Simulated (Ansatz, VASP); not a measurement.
## WSe2 in VASP and in Ansatz

```xyz
6
Lattice="3.2855 0.0000 0.0000 -1.6427 2.8453 0.0000 0.0000 0.0000 24.2386" Properties=species:S:1:pos:R:3 pbc="T T T"
Se    0.0000    1.8969    4.5000
Se    0.0000    1.8969    7.8693
Se    1.0952    1.2646   11.8793
Se    1.0952    1.2646   15.2486
W     1.6427    0.9484    6.1847
W     2.7379    0.3161   13.5640
```

Alike in both runs: task single point; functional PBE; dispersion D3(BJ); k mesh 9 × 9 × 1; occupations gaussian, width 0.05 eV; no spin polarisation.

|  | VASP | Ansatz |
| --- | --- | --- |
| version | VASP 6.6.1 | Ansatz 0.2.0 |
| potentials or method | VASP PAW PBE potentials, release 64 (Se, W_sv), cutoff 520 eV | scalar-relativistic, plane waves, PAW |
| valence electrons in the cell | 52 | 92 |

```tsv
	VASP	Ansatz	Ansatz less VASP
gap on the k mesh at the Fermi level (eV)	1.60	1.60	-0.001
least direct gap on the mesh (eV)	1.66	1.66	+0.004
rms of the force components (eV/Å)	0.047	0.030	-0.0170
```

VASP's potentials hold 52 valence electrons a cell and Ansatz's 92, so a difference there can come from the potentials and not from the codes.

Spin-orbit coupling is off throughout.
